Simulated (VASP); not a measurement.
**Se: single point with r2SCAN**

Crystal: Se.

```
CELL_PARAMETERS angstrom
4.49689 0.00000 0.00000
-2.24844 3.89442 0.00000
0.00000 0.00000 4.99619
ATOMIC_POSITIONS crystal
Se 0.21741 0.00000 0.16667
Se 0.00000 0.21741 0.83333
Se 0.78259 0.78259 0.50000
```

```yaml
Program: VASP 6.6.1
Task: single point
Functional: r2SCAN
Potentials_or_basis: VASP PAW PBE potentials, release 64 (Se)
Cutoff: 520 eV
k_mesh: 9 × 9 × 6
Occupations: gaussian, width 0.02 eV
Spin: no spin polarisation
Dipole_correction: no
Further_INCAR_settings: ALGO = Normal; EDIFF = 1e-06; NBANDS = 16
```

| Property | Result |
| --- | --- |
| Pressure | 0.0 GPa |
| Band gap on the k mesh | 1.31 eV, indirect (least direct gap 1.56 eV) |

Forces in eV/Å, atoms in the order of the input:
```
Se   0.003  0.000  0.000
Se  -0.001  0.002  0.000
Se  -0.001 -0.002  0.000
```

Stress tensor (GPa, compression positive):
```
 0.01  0.00  0.00
 0.00  0.01  0.00
 0.00  0.00 -0.07
```

Levels at points of the mesh, in eV from the valence-band top:
| k point | band 6 | band 7 | band 8 | band 9 | band 10 | band 11 | band 12 | band 13 |
| --- | --- | --- | --- | --- | --- | --- | --- | --- |
| (0.00, 0.00, 0.00) | -3.64 | -2.05 | -2.05 | -0.38 | 2.26 | 2.26 | 2.59 | 6.49 |
| (0.00, 0.00, 0.50) | -3.46 | -1.43 | -1.43 | -1.07 | 1.56 | 1.66 | 1.66 | 7.00 |

It took 2.9 min on 1 thread of AMD EPYC 9R45 96-Core Processor (Zen 5), with other jobs on the host, peak memory 0.23 GiB.

Caveat: the PAW data sets were made with another functional, which shifts forces and pressure a little. A k mesh can miss the band edges.
